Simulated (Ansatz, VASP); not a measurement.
**Ir2Pt: VASP beside Ansatz**

```
CELL_PARAMETERS angstrom
2.73435 0.00000 0.00000
0.00000 2.73435 0.00000
0.00000 0.00000 6.39468
ATOMIC_POSITIONS crystal
Ir 0.50000 0.50000 0.30926
Ir 0.50000 0.50000 0.69074
Pt 0.00000 0.00000 0.00000
```

Alike in both runs: task relaxation of cell and atoms; functional PBE; k mesh 16 × 16 × 8; occupations gaussian, width 0.1 eV; no spin polarisation.

|  | VASP | Ansatz |
| --- | --- | --- |
| version | VASP 6.6.1 | Ansatz 0.2.0 |
| potentials or method | VASP PAW PBE potentials, release 64 (Ir, Pt), cutoff 500 eV | scalar-relativistic, plane waves, PAW |
| valence electrons in the cell | 28 | 52 |

```tsv
	VASP	Ansatz	Ansatz less VASP
gap on the k mesh at the Fermi level, each at its own relaxed structure (eV)	none	none	-
relaxed volume (Å³/atom)	15.86	15.87	+0.010
relaxed cell length with the largest relative difference (Å)	2.709	2.710	+0.0011
```

A gap of «none» marks a metal or a gap that the smearing closes. VASP's potentials hold 28 valence electrons a cell and Ansatz's 52, so a difference there can come from the potentials and not from the codes.

Spin-orbit coupling is off throughout.
